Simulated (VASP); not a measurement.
Input of a VASP 6.6.1 run:

INCAR

```
SYSTEM = Sn
PREC = Accurate
ENCUT = 520
EDIFF = 1E-6
ISMEAR = 0
SIGMA = 0.15
LREAL = .FALSE.
LASPH = .TRUE.
NELM = 80
ALGO = Normal
ISIF = 2
LWAVE = .FALSE.
LCHARG = .TRUE.
GGA = PS
LELF = .TRUE.
LVHAR = .TRUE.
NBANDS = 21
```

Contents of KPOINTS:

```
regular mesh
0
G
  12 12 12
  0 0 0
```

Contents of POSCAR:

```
Sn
1.0
    0.0000000000      2.9859520000      2.9859520000
    2.9859520000      0.0000000000      2.9859520000
    2.9859520000      2.9859520000      0.0000000000
Sn
2
Direct
    0.5000000000      0.5000000000      0.5000000000
    0.7500000000      0.7500000000      0.7500000000
```

Potentials or basis: VASP PAW PBE potentials, release 64 (Sn_d).

Run with:

```sh
$ cat potpaw_PBE.64/Sn_d/POTCAR > POTCAR
$ mpirun -np 1 vasp_std > vasp.out
```

(1) What does it give for the pressure?

Results:

(1) 21.8 GPa.

Caveat: the cell differs from its parent crystal (strain -0.080 along x and y, -0.080 along z); the cell stands under pressure; the PAW data sets were made with another functional, which shifts forces and pressure a little.
